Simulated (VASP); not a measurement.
# TlSn (P4/mmm) in VASP: a series of runs

The runs below take TlSn through electric field gradients, with LDA.

Program: VASP 6.6.1. These are calculated values, not measurements. Logs are shortened: lines on timing, memory, paths and dates and some standing lists are left out, and cuts for length are marked.

## (1) The cell of the first run

Symmetry: P4/mmm, No. 123, tetragonal system. Conventional cell: a = 3.615 Å, b = 3.615 Å, c = 4.375 Å, α = 90.00°, β = 90.00°, γ = 90.00°. Within 4.4 Å of Tl (site symmetry 4/mmm) lie 8 Sn at 3.36 Å and 6 Tl at 3.61 to 4.38 Å. Within 4.4 Å of Sn (site symmetry 4/mmm) lie 8 Tl at 3.36 Å and 6 Sn at 3.61 to 4.38 Å.

## (2) Electric field gradients, LDA

The input, INCAR:

```
SYSTEM = TlSn
ALGO = Normal
EDIFF = 1E-8
ENCUT = 520
GGA = CA
ISIF = 2
ISMEAR = -1
LASPH = .TRUE.
LCHARG = .FALSE.
LEFG = .TRUE.
LREAL = .FALSE.
LWAVE = .FALSE.
NBANDS = 20
NELM = 60
PREC = Accurate
SIGMA = 0.08
```

The input, KPOINTS:

```
k-points
0
G
  9 9 8
  0 0 0
```

The input, POSCAR:

```
TlSn
1.0
    3.6147298654      0.0000000000      0.0000000000
    0.0000000000      3.6147298654      0.0000000000
    0.0000000000      0.0000000000      4.3750000000
Tl Sn
1 1
Direct
    0.0000000000      0.0000000000      0.0000000000
    0.5000000000      0.5000000000      0.5000000000
```

Potentials or basis: VASP PAW LDA potentials, release 64 (Tl_d, Sn_d).

Command:

```
cat potpaw_LDA.64/Tl_d/POTCAR potpaw_LDA.64/Sn_d/POTCAR > POTCAR
mpirun -np 1 vasp_std > vasp.out
```

OUTCAR:

```text
SYSTEM = TlSn
   EDIFF = 1E-8
   ENCUT = 520
   GGA = CA
   ISIF = 2
   ISMEAR = -1
   LASPH = .TRUE.
   LREAL = .FALSE.
   NELM = 60
   PREC = Accurate

 ion  position               nearest neighbor table
   1  0.000  0.000  0.000-   2 3.36   2 3.36   2 3.36   2 3.36   2 3.36   2 3.36   2 3.36   2 3.36

   2  0.500  0.500  0.500-   1 3.36   1 3.36   1 3.36   1 3.36   1 3.36   1 3.36   1 3.36   1 3.36

  LATTYP: Found a simple tetragonal cell.
 ALAT       =     3.6147298654
 C/A-ratio  =     1.2103255742

  Lattice vectors:

 A1 = (   3.6147298654,   0.0000000000,   0.0000000000)
 A2 = (   0.0000000000,   3.6147298654,   0.0000000000)
 A3 = (   0.0000000000,   0.0000000000,   4.3750000000)

Analysis of symmetry for initial positions (statically):
=====================================================================
 Subroutine PRICEL returns:
 Original cell was already a primitive cell.

 Routine SETGRP: Setting up the symmetry group for a
 simple tetragonal supercell.

 Subroutine GETGRP returns: Found 16 space group operations
 (whereof 16 operations were pure point group operations)
 out of a pool of 16 trial point group operations.

The static configuration has the point symmetry D_4h.

Analysis of symmetry for dynamics (positions and initial velocities):
=====================================================================
 Subroutine PRICEL returns:
 Original cell was already a primitive cell.

 Routine SETGRP: Setting up the symmetry group for a
 simple tetragonal supercell.

 Subroutine GETGRP returns: Found 16 space group operations
 (whereof 16 operations were pure point group operations)
 out of a pool of 16 trial point group operations.

The dynamic configuration has the point symmetry D_4h.

 Subroutine INISYM returns: Found 16 space group operations
 (whereof 16 operations are pure point group operations),
 and found     1 'primitive' translations

----------------------------------------------------------------------------------------

                                     Primitive cell

  volume of cell :      57.1649

  direct lattice vectors                    reciprocal lattice vectors
     3.614729865  0.000000000  0.000000000     0.276645846  0.000000000  0.000000000
     0.000000000  3.614729865  0.000000000     0.000000000  0.276645846  0.000000000
     0.000000000  0.000000000  4.375000000     0.000000000  0.000000000  0.228571429

  length of vectors
     3.614729865  3.614729865  4.375000000     0.276645846  0.276645846  0.228571429

  position of ions in fractional coordinates (direct lattice)
     0.000000000  0.000000000  0.000000000
     0.500000000  0.500000000  0.500000000

  ion indices of the primitive-cell ions
   primitive index   ion index
                 1           1
                 2           2

----------------------------------------------------------------------------------------

 KPOINTS: k-points

Automatic generation of k-mesh.
 Grid dimensions read from file:
 generate k-points for:    9    9    8

 Generating k-lattice:

  Cartesian coordinates                     Fractional coordinates (reciprocal lattice)
     0.030738427  0.000000000  0.000000000     0.111111111  0.000000000  0.000000000
     0.000000000  0.030738427  0.000000000     0.000000000  0.111111111  0.000000000
     0.000000000  0.000000000  0.028571429     0.000000000  0.000000000  0.125000000

  Length of vectors
     0.030738427  0.030738427  0.028571429

  Shift w.r.t. Gamma in fractional coordinates (k-lattice)
     0.000000000  0.000000000  0.000000000

 Subroutine IBZKPT returns following result:
 ===========================================

 Found     75 irreducible k-points:

 Following reciprocal coordinates:
            Coordinates               Weight
  0.000000  0.000000  0.000000      1.000000
  0.111111  0.000000  0.000000      4.000000
  0.222222  0.000000  0.000000      4.000000
  0.333333  0.000000  0.000000      4.000000
  0.444444  0.000000  0.000000      4.000000
  0.111111  0.111111  0.000000      4.000000
[... 16 lines left out ...]
  0.333333  0.111111  0.125000     16.000000
  0.444444  0.111111  0.125000     16.000000
 [... further k-points ...]
   k-points           NKPTS =     75   k-points in BZ     NKDIM =     75   number of bands    NBANDS=     20
   number of dos      NEDOS =    301   number of ions     NIONS =      2
   total plane-waves  NPLWV =  28224
   dimension x,y,z NGX =    28 NGY =   28 NGZ =   36
   dimension x,y,z NGXF=    56 NGYF=   56 NGZF=   72
   ions per type =               1   1
   NGX,Y,Z   is equivalent  to a cutoff of  12.88, 12.88, 13.68 a.u.
   NGXF,Y,Z  is equivalent  to a cutoff of  25.76, 25.76, 27.36 a.u.
 SYSTEM =  TlSn
   PREC   = accura    normal or accurate (medium, high low for compatibility)
   ISTART =      0    job   : 0-new  1-cont  2-samecut
   ICHARG =      2    charge: 1-file 2-atom 10-const
   ISPIN  =      1    spin polarized calculation?
   LNONCOLLINEAR =      F non collinear calculations
   LSORBIT =      F    spin-orbit coupling
   LASPH  =      T    aspherical Exc in radial PAW
   ENCUT  =  520.0 eV  38.22 Ry    6.18 a.u.   6.72  6.72  8.13*2*pi/ulx,y,z
   NELM   =     60;   NELMIN=  2; NELMDL= -5     # of ELM steps
   EDIFF  = 0.1E-07   stopping-criterion for ELM
   LREAL  =      F    real-space projection
   EDIFFG = 0.1E-06   stopping-criterion for IOM
   NSW    =      0    number of steps for IOM
   IBRION =     -1    ionic relax: 0-MD 1-quasi-New 2-CG
   NFREE  =      0    steps in history (QN), initial steepest desc. (CG)
   ISIF   =      2    stress and relaxation
   ISYM   =      2    0-nonsym 1-usesym 2-fastsym
   POTIM  = 0.5000    time-step for ionic-motion
   TEBEG  =    0.0;   TEEND  =   0.0 temperature during run
   PSTRESS=    0.0 pullay stress
   NELECT =      27.0000    total number of electrons
   NUPDOWN=      -1.0000    fix difference up-down
   EMIN   =  10.00;   EMAX   =-10.00  energy-range for DOS
   EFERMI =   0.00;   METHOD = LEGACY
   ISMEAR =    -1;   SIGMA  =   0.08  broadening in eV -4-tet -1-fermi 0-gaus
   EFERMI_NEDOS =   21; number of points for ismear=-14 and -15
   IALGO  =     38    algorithm
   IMIX   =      4    mixing-type and parameters
     AMIX     =   0.40;   BMIX     =  1.00
     AMIX_MAG =   1.60;   BMIX_MAG =  1.00
  volume/ion in A,a.u.               =      28.58       192.88
  Fermi-wavevector in a.u.,A,eV,Ry     =   1.274929  2.409267 22.115525  1.625445
  Thomas-Fermi vector in A             =   2.407670
   LORBIT       =      0    0 simple, 1 ext, 2 COOP (PROOUT), +10 PAW based schemes
   GGA     = CA    functional components
   LHFCALC =     F    Hartree Fock is set to
   AEXX    =    0.0000 exact exchange contribution
   IVDW    =     0    specifies the selected vdW correction
   LEPSILON=     F    determine dielectric tensor
   LRPA    =     F    only Hartree local field effects (RPA)
 non-spin polarized calculation
  energy-cutoff  :      520.00
  volume of cell :       57.16
 maximum number of plane-waves:      1556
 NGX is ok and might be reduce to    28
   NGX = 13   NGY = 13   NGZ = 17

 number of electron      26.9999984 magnetization

 Free energy of the ion-electron system (eV)
  ---------------------------------------------------
  ext. energy  EPLUGINS =         0.00000000
  ---------------------------------------------------
  free energy    TOTEN  =        -7.30086587 eV

  energy without entropy =       -7.27955031  energy(sigma->0) =       -7.29020809

 E-fermi :   6.7360     XC(G=0): -10.4385

 val. band max:        6.7305459747   @ k =   0.4444   0.3333   0.5000
 cond. band min:       6.7558317964   @ k =   0.4444   0.3333   0.2500
 fundamental gap:      0.0252858217
 Fermi energy:         6.7359518211

 k-point     1 :       0.0000    0.0000    0.0000
  band No.  band energies     occupation
      1     -14.6927      2.00000
      2     -14.6637      2.00000
      3     -14.6329      2.00000
      4     -14.6329      2.00000
      5     -14.6167      2.00000
      6      -4.8220      2.00000
[... 12 lines left out ...]
     19      15.8206      0.00000
     20      15.8206      0.00000

 k-point     2 :       0.1111    0.0000    0.0000
  band No.  band energies     occupation
      1     -14.6867      2.00000
      2     -14.6606      2.00000
      3     -14.6357      2.00000
      4     -14.6325      2.00000
      5     -14.6192      2.00000
      6      -4.7978      2.00000
[... 12 lines left out ...]
     19      14.7114      0.00000
     20      15.7409      0.00000

 k-point     3 :       0.2222    0.0000    0.0000
  band No.  band energies     occupation
      1     -14.6769      2.00000
      2     -14.6472      2.00000
      3     -14.6429      2.00000
      4     -14.6315      2.00000
      5     -14.6256      2.00000
      6      -4.7576      2.00000
[... 12 lines left out ...]
     19      15.2096      0.00000
     20      16.4482      0.00000

 k-point     4 :       0.3333    0.0000    0.0000
  band No.  band energies     occupation
      1     -14.6722      2.00000
      2     -14.6511      2.00000
      3     -14.6329      2.00000
      4     -14.6303      2.00000
      5     -14.6256      2.00000
      6      -4.7347      2.00000
[... 12 lines left out ...]
     19      14.0567      0.00000
     20      16.5647      0.00000

 k-point     5 :       0.4444    0.0000    0.0000
  band No.  band energies     occupation
      1     -14.6704      2.00000
      2     -14.6563      2.00000
      3     -14.6375      2.00000
      4     -14.6296      2.00000
      5     -14.6101      2.00000
      6      -4.7247      2.00000
[... 12 lines left out ...]
     19      13.7711      0.00000
     20      15.5549      0.00000
[... 353 lines left out ...]
      6      -4.7672      2.00000
[... 12 lines left out ...]
     19      14.3876      0.00000
     20      15.3763      0.00000

 k-point    22 :       0.2222    0.1111    0.1250
  band No.  band energies     occupation
      1     -14.6677      2.00000
      2     -14.6456      2.00000
      3     -14.6432      2.00000
      4     -14.6348      2.00000
      5     -14.6285      2.00000
      6      -4.7159      2.00000
[... 12 lines left out ...]
     19      14.3590      0.00000
     20      16.5386      0.00000

 k-point    23 :       0.3333    0.1111    0.1250
  band No.  band energies     occupation
      1     -14.6632      2.00000
      2     -14.6516      2.00000
      3     -14.6362      2.00000
      4     -14.6339      2.00000
      5     -14.6238      2.00000
      6      -4.6907      2.00000
[... 12 lines left out ...]
     19      14.7073      0.00000
     20      16.2636      0.00000

 k-point    24 :       0.4444    0.1111    0.1250
  band No.  band energies     occupation
      1     -14.6616      2.00000
      2     -14.6572      2.00000
      3     -14.6411      2.00000
      4     -14.6332      2.00000
      5     -14.6081      2.00000
      6      -4.6911      2.00000
[... 12 lines left out ...]
     19      15.1350      0.00000
     20      16.5024      0.00000

 [... further k-points ...]
[... 5 lines left out ...]
  --------------------------------------------------------------------------------------
  -------------------------------------------------------------------------------------
  Total       -1.2511140     -1.2511140     -1.0056015      0.0000000      0.0000000      0.0000000
  in kB      -35.0653121    -35.0653121    -28.1842683      0.0000000      0.0000000      0.0000000
  external PRESSURE =     -32.7716308 kB  Pullay stress =       0.0000000 kB

 VOLUME and BASIS-vectors are now :
 -----------------------------------------------------------------------------
  energy-cutoff  :      520.00
  volume of cell :       57.16
      direct lattice vectors                 reciprocal lattice vectors
     3.614729865  0.000000000  0.000000000     0.276645846  0.000000000  0.000000000
     0.000000000  3.614729865  0.000000000     0.000000000  0.276645846  0.000000000
     0.000000000  0.000000000  4.375000000     0.000000000  0.000000000  0.228571429

 POSITION                                       TOTAL-FORCE (eV/Angst)
 -----------------------------------------------------------------------------------
      0.00000      0.00000      0.00000         0.000000      0.000000      0.000000
      1.80736      1.80736      2.18750         0.000000      0.000000      0.000000
 -----------------------------------------------------------------------------------
    total drift:                                0.000000      0.000000      0.000000

  FREE ENERGIE OF THE ION-ELECTRON SYSTEM (eV)
  ---------------------------------------------------
  free  energy   TOTEN  =        -7.3008658672 eV

  energy  without entropy=       -7.2795503144  energy(sigma->0) =       -7.29020809

 Electric field gradients (V/A^2)
---------------------------------------------------------------------
 ion       V_xx      V_yy      V_zz      V_xy      V_xz      V_yz
---------------------------------------------------------------------
   1      31.215    31.215   -62.429    -0.000    -0.000    -0.000
   2       4.822     4.822    -9.645    -0.000    -0.000     0.000
---------------------------------------------------------------------

 Electric field gradients after diagonalization (V/A^2)
 (convention: |V_zz| > |V_xx| > |V_yy|)
----------------------------------------------------------------------
 ion       V_xx      V_yy      V_zz     asymmetry (V_yy - V_xx)/ V_zz
----------------------------------------------------------------------
   1      31.215    31.215   -62.429       0.000
   2       4.822     4.822    -9.645       0.000
----------------------------------------------------------------------

           NMR quadrupolar parameters

 Cq : quadrupolar parameter    Cq=e*Q*V_zz/h
 eta: asymmetry parameters     (V_yy - V_xx)/ V_zz
 Q  : nuclear electric quadrupole moment in mb (millibarn)
----------------------------------------------------------------------
 ion       Cq(MHz)       eta       Q (mb)
----------------------------------------------------------------------
   1      -0.151       0.000       1.000
   2      -0.023       0.000       1.000
----------------------------------------------------------------------
```

Run time: 25 s. Hardware: 1 thread of Intel Xeon 6975P-C (Granite Rapids), shared host; peak memory 0.21 GiB.

What came out:

```yaml
Free_energy: -7.3009 eV
Pressure: -3.3 GPa
```

Stress tensor (GPa, compression positive):
```
-3.51  0.00  0.00
 0.00 -3.51  0.00
 0.00  0.00 -2.82
```

Electric field gradients, principal values (V/Å²):
```
atom   least  middle  greatest (by size)
1 Tl  31.215  31.215             -62.429
2 Sn   4.822   4.822              -9.645
```

Caveat: without QUAD_EFG the Cq values of the log hold for a quadrupole moment of 1 mb, not for the nuclei; spin-orbit coupling is left out, which moves the levels of the heavy elements.

(Continued in part 2 of 4.)
